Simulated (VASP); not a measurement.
# Be3CuTe (Pm-3m) in VASP: further runs, part 2 of 2

VASP 6.6.1. Earlier steps stand in the parts before.

## (3) Relaxation of cell and atoms, PBE

This run uses another cell than the first one, of 12.97 Å³/atom, 0.869 times its volume.

Input file INCAR:

```
SYSTEM = Be3CuTe
PREC = Accurate
ENCUT = 600
EDIFF = 1E-7
ISMEAR = 0
SIGMA = 0.1
LREAL = .False.
LASPH = .True.
NELM = 100
ALGO = Normal
ISIF = 3
LWAVE = .False.
LCHARG = .False.
GGA = PE
IBRION = 2
NSW = 90
EDIFFG = -0.04
```

Input file KPOINTS:

```
regular mesh
0
Gamma
  4 4 4
  0 0 0
```

Input file POSCAR:

```
Be3CuTe
1.0
    4.0178172741      0.0000000000      0.0000000000
    0.0000000000      4.0178172741      0.0000000000
    0.0000000000      0.0000000000      4.0178172741
Be Cu Te
3 1 1
Direct
    0.0000000000      0.5000000000      0.5000000000
    0.5000000000      0.0000000000      0.5000000000
    0.5000000000      0.5000000000      0.0000000000
    0.5000000000      0.5000000000      0.5000000000
    0.0000000000      0.0000000000      0.0000000000
```

Potentials or basis: VASP PAW PBE potentials, release 64 (Be, Cu, Te).

Command:

```sh
$ cat potpaw_PBE.64/Be/POTCAR potpaw_PBE.64/Cu/POTCAR potpaw_PBE.64/Te/POTCAR > POTCAR
$ mpirun -np 1 vasp_std > vasp.out
```

OUTCAR:

```text
SYSTEM = Be3CuTe
   PREC = Accurate
   ENCUT = 600
   EDIFF = 1E-7
   ISMEAR = 0
   LREAL = .False.
   LASPH = .True.
   NELM = 100
   ISIF = 3
   GGA = PE
   IBRION = 2
   NSW = 90
   EDIFFG = -0.04

 ion  position               nearest neighbor table
   1  0.000  0.500  0.500-   4 2.01   4 2.01   5 2.84   5 2.84   5 2.84   5 2.84
   2  0.500  0.000  0.500-   4 2.01   4 2.01   5 2.84   5 2.84   5 2.84   5 2.84
   3  0.500  0.500  0.000-   4 2.01   4 2.01   5 2.84   5 2.84   5 2.84   5 2.84
   4  0.500  0.500  0.500-   1 2.01   2 2.01   3 2.01   3 2.01   2 2.01   1 2.01
   5  0.000  0.000  0.000-   1 2.84   2 2.84   3 2.84   1 2.84   2 2.84   1 2.84   3 2.84   1 2.84
                             2 2.84   3 2.84   2 2.84   3 2.84

  LATTYP: Found a simple cubic cell.
 ALAT       =     4.0178172741

  Lattice vectors:

 A1 = (   4.0178172741,   0.0000000000,   0.0000000000)
 A2 = (   0.0000000000,   4.0178172741,   0.0000000000)
 A3 = (   0.0000000000,   0.0000000000,   4.0178172741)

Analysis of symmetry for initial positions (statically):
=====================================================================
 Subroutine PRICEL returns:
 Original cell was already a primitive cell.

 Routine SETGRP: Setting up the symmetry group for a
 simple cubic supercell.

 Subroutine GETGRP returns: Found 48 space group operations
 (whereof 48 operations were pure point group operations)
 out of a pool of 48 trial point group operations.

The static configuration has the point symmetry O_h .

Analysis of symmetry for dynamics (positions and initial velocities):
=====================================================================
 Subroutine PRICEL returns:
 Original cell was already a primitive cell.

 Routine SETGRP: Setting up the symmetry group for a
 simple cubic supercell.

 Subroutine GETGRP returns: Found 48 space group operations
 (whereof 48 operations were pure point group operations)
 out of a pool of 48 trial point group operations.

[... 104 lines left out ...]
   EMIN   =  10.00;   EMAX   =-10.00  energy-range for DOS
   EFERMI =   0.00;   METHOD = LEGACY
   ISMEAR =     0;   SIGMA  =   0.10  broadening in eV -4-tet -1-fermi 0-gaus
   EFERMI_NEDOS =   21; number of points for ismear=-14 and -15
   IALGO  =     38    algorithm
   IMIX   =      4    mixing-type and parameters
     AMIX     =   0.40;   BMIX     =  1.00
     AMIX_MAG =   1.60;   BMIX_MAG =  1.00
  volume/ion in A,a.u.               =      12.97        87.54
  Fermi-wavevector in a.u.,A,eV,Ry     =   1.158761  2.189741 18.268916  1.342727
  Thomas-Fermi vector in A             =   2.295360
   LORBIT       =      0    0 simple, 1 ext, 2 COOP (PROOUT), +10 PAW based schemes
   GGA     = PE    functional components
   LHFCALC =     F    Hartree Fock is set to
   AEXX    =    0.0000 exact exchange contribution
   IVDW    =     0    specifies the selected vdW correction
   LEPSILON=     F    determine dielectric tensor
   LRPA    =     F    only Hartree local field effects (RPA)
 conjugate gradient relaxation of ions
 non-spin polarized calculation
 Gauss-broadening in eV      SIGMA  =   0.10
  energy-cutoff  :      600.00
  volume of cell :       64.86
 maximum number of plane-waves:      2178
   NGX = 17   NGY = 17   NGZ = 17

--------------------------------------- Ionic step        1  -------------------------------------------

 number of electron      23.0000010 magnetization

 Free energy of the ion-electron system (eV)
  ---------------------------------------------------
  ext. energy  EPLUGINS =         0.00000000
  ---------------------------------------------------
  free energy    TOTEN  =       -14.47538763 eV

  energy without entropy =      -14.47081125  energy(sigma->0) =      -14.47309944

------------------------ aborting loop because EDIFF is reached ----------------------------------------

  FORCE on cell =-STRESS in cart. coord.  units (eV):
  Direction    XX          YY          ZZ          XY          YZ          ZX
  --------------------------------------------------------------------------------------
  -------------------------------------------------------------------------------------
  Total        5.7344229      5.7344229      5.7344229      0.0000000      0.0000000     -0.0000000
  in kB      141.6542967    141.6542967    141.6542967      0.0000000      0.0000000     -0.0000000
  external PRESSURE =     141.6542967 kB  Pullay stress =       0.0000000 kB
[... 65 lines left out ...]
--------------------------------------- Ionic step        3  -------------------------------------------

 number of electron      23.0000030 magnetization

 Free energy of the ion-electron system (eV)
  ---------------------------------------------------
  ext. energy  EPLUGINS =         0.00000000
  ---------------------------------------------------
  free energy    TOTEN  =       -14.86449652 eV

  energy without entropy =      -14.85776120  energy(sigma->0) =      -14.86112886

 E-fermi :   6.6468     XC(G=0): -10.1675

 val. band max:        6.1204826747   @ k =   0.5000   0.2500   0.0000
 cond. band min:       6.7157347537   @ k =   0.5000   0.2500   0.2500
 fundamental gap:      0.5952520790
 Fermi energy:         6.6467785953

 k-point     1 :       0.0000    0.0000    0.0000
  band No.  band energies     occupation
      1      -6.3170      2.00000
      2       1.2101      2.00000
      3       1.6905      2.00000
      4       1.6905      2.00000
      5       2.3803      2.00000
      6       2.3803      2.00000
      7       2.3803      2.00000
      8       2.5335      2.00000
      9       2.5335      2.00000
     10       2.5335      2.00000
     11       7.3931      0.00000
     12       7.3931      0.00000
     13       8.1632      0.00000
     14       8.1633      0.00000
[... 193 lines left out ...]
  FREE ENERGIE OF THE ION-ELECTRON SYSTEM (eV)
  ---------------------------------------------------
  free  energy   TOTEN  =       -14.8644965164 eV

  energy  without entropy=      -14.8577611983  energy(sigma->0) =      -14.86112886

 reached required accuracy - stopping structural energy minimisation
```

CONTCAR:

```text
Be3CuTe
   1.00000000000000
     4.2110910897177183    0.0000000000000000   -0.0000000000000000
     0.0000000000000000    4.2110910897177183    0.0000000000000000
    -0.0000000000000000    0.0000000000000000    4.2110910897177183
  Be              Cu              Te
     3     1     1
Direct
     0.0000000000000000    0.5000000000000000    0.5000000000000000
     0.5000000000000000    0.0000000000000000    0.5000000000000000
     0.5000000000000000    0.5000000000000000    0.0000000000000000
     0.5000000000000000    0.5000000000000000    0.5000000000000000
     0.0000000000000000    0.0000000000000000    0.0000000000000000

  0.00000000E+00  0.00000000E+00  0.00000000E+00
  0.00000000E+00  0.00000000E+00  0.00000000E+00
  0.00000000E+00  0.00000000E+00  0.00000000E+00
  0.00000000E+00  0.00000000E+00  0.00000000E+00
  0.00000000E+00  0.00000000E+00  0.00000000E+00
```

Wall time 56 s (1 thread of Intel Xeon Platinum 8375C at 2.90GHz (Ice Lake), shared host); peak memory 0.19 GiB.

Results:

* Free energy: -14.8645 eV
* Relaxed volume: 14.94 Å³/atom
* Relaxed cell: a = 4.211 Å, b = 4.211 Å, c = 4.211 Å, α = 90.00°, β = 90.00°, γ = 90.00°
* Space group after relaxing (to 0.05 Å): Pm-3m (No. 221)
* Energy gained by relaxing: 77.8 meV/atom
* Ionic steps: 3
* Pressure after relaxing: 0.1 GPa

The path:
| step | energy change (eV) | largest force (eV/Å) | pressure (GPa) | volume (Å³) |
| --- | --- | --- | --- | --- |
| 1 | 0.0000 | 0.0000 | 14.17 | 64.86 |
| 2 | -0.3821 | 0.0000 | -1.45 | 76.23 |
| 3 | -0.3891 | 0.0000 | 0.06 | 74.68 |

Final structure:
```
Be Cu Te
1.0
     4.21109    0.00000    0.00000
     0.00000    4.21109    0.00000
     0.00000    0.00000    4.21109
Be Cu Te
3 1 1
Direct
  0.00000 0.50000 0.50000
  0.50000 0.00000 0.50000
  0.50000 0.50000 0.00000
  0.50000 0.50000 0.50000
  0.00000 0.00000 0.00000
```

Caveat: the k points lie up to 0.37 Å⁻¹ apart in the final cell; the volume moved by over 15 % at a fixed basis, so the end points are rough; spin-orbit coupling is left out, which moves the levels of the heavy elements.
